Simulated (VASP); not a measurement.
Set up this calculation in VASP 6.6.1, as the native input.

| Property | Result |
| --- | --- |
| Task | single point |
| Functional | PBEsol |
| Potentials or basis | VASP PAW PBE potentials, release 64 (Pr) |
| Cutoff | 520 eV |
| k mesh | 8 × 8 × 8 |
| Occupations | fermi-dirac, width 0.136057 eV |
| Spin | no spin polarisation |
| Dipole correction | no |
| Further INCAR settings | ALGO = Normal; EDIFF = 1e-06; NBANDS = 20 |

The structure of Pr lies in POSCAR:

```
Pr
1.0
    0.0000000000      2.9347774684      2.9347774684
    2.9347774684      0.0000000000      2.9347774684
    2.9347774684      2.9347774684      0.0000000000
Pr
2
Direct
    0.0000000000      0.0000000000      0.0000000000
    0.2500000000      0.2500000000      0.2500000000
```

These files were run (other wordings do the same):

INCAR

```
PREC     = Accurate       # precision mode
ENCUT    = 520            # plane-wave cutoff, eV
EDIFF    = 1E-6           # SCF threshold, eV
ISMEAR   = -1             # smearing method
SIGMA    = 0.13605693000000002 # smearing width, eV
LREAL    = False          # projectors in reciprocal space
LASPH    = True           # aspherical terms in the spheres
NELM     = 60             # most SCF steps
ALGO     = Normal         # electronic algorithm
ISIF     = 2              # what is computed and relaxed
LWAVE    = False          # write WAVECAR
LCHARG   = False          # write CHGCAR
GGA      = PS             # functional
NBANDS   = 20             # bands
```

KPOINTS

```
regular mesh
0
Gamma
  8 8 8
```

Potentials or basis: VASP PAW PBE potentials, release 64 (Pr).

The run is started by

```sh
$ cat potpaw_PBE.64/Pr/POTCAR > POTCAR
$ mpirun -np 1 vasp_std > vasp.out
```

Results of the run:

```yaml
Pressure: 0.2 GPa
Band_gap_on_the_k_mesh: zero (band 13 reaches 7.82 eV, above the bottom of band 14 at 7.33 eV)
```

Caveat: the PAW data sets were made with another functional, which shifts forces and pressure a little; spin-orbit coupling is left out, which moves the levels of the heavy elements.

Run time: 23 s on 1 thread of Intel(R) Xeon(R) 6975P-C (Granite Rapids), with other jobs on the host, peak memory 0.18 GiB.
